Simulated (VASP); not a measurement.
Wanted: the native input for a VASP 6.6.1 run.

| Quantity | Value |
| --- | --- |
| Task | single point |
| Functional | PBEsol |
| Potentials or basis | VASP PAW PBE potentials, release 64 (I) |
| Cutoff | 520 eV |
| k mesh | 7 × 7 × 11 |
| Occupations | fermi-dirac, width 0.05 eV |
| Spin | no spin polarisation |
| Dipole correction | no |
| Further INCAR settings | ALGO = Normal; EDIFF = 1e-06; NBANDS = 10 |

The structure of I lies in POSCAR:

```
I
1.0
    2.0609649327     -2.5830899923     -0.3870123674
    2.0609649327      2.5830899923     -0.3870123674
   -1.6790774473      0.0000000000      2.4483475982
I
1
Direct
    0.5000000000      0.5000000000      0.5000000000
```

These files were run (other wordings do the same):

INCAR

```
SYSTEM = I
PREC = Accurate ; ENCUT = 520
EDIFF = 1E-6 ; ISMEAR = -1
SIGMA = 0.05 ; LREAL = .FALSE.
LASPH = .TRUE. ; NELM = 80
ALGO = Normal ; ISIF = 2
LWAVE = .FALSE. ; LCHARG = .FALSE.
GGA = PS ; NBANDS = 10
```

KPOINTS

```
Automatic mesh
0
G
  7 7 11
  0 0 0
```

Potentials or basis: VASP PAW PBE potentials, release 64 (I).

Launch:

```console
$ cat potpaw_PBE.64/I/POTCAR > POTCAR
$ mpirun -np 1 vasp_std > vasp.out
```

It gave:

| Quantity | Value |
| --- | --- |
| Pressure | 30.0 GPa |
| Band gap on the k mesh | zero (an odd number of electrons rules out a gap without spin polarisation) |

Caveat: the cell stands under pressure; the PAW data sets were made with another functional, which shifts forces and pressure a little; spin-orbit coupling is left out, which moves the levels of the heavy elements; an odd number of electrons without spin polarisation forces a metal; a magnetic or distorted state may lie lower.

Wall time 37 s on 1 thread of Intel Xeon 8259CL, on a shared host, peak memory 0.17 GiB.
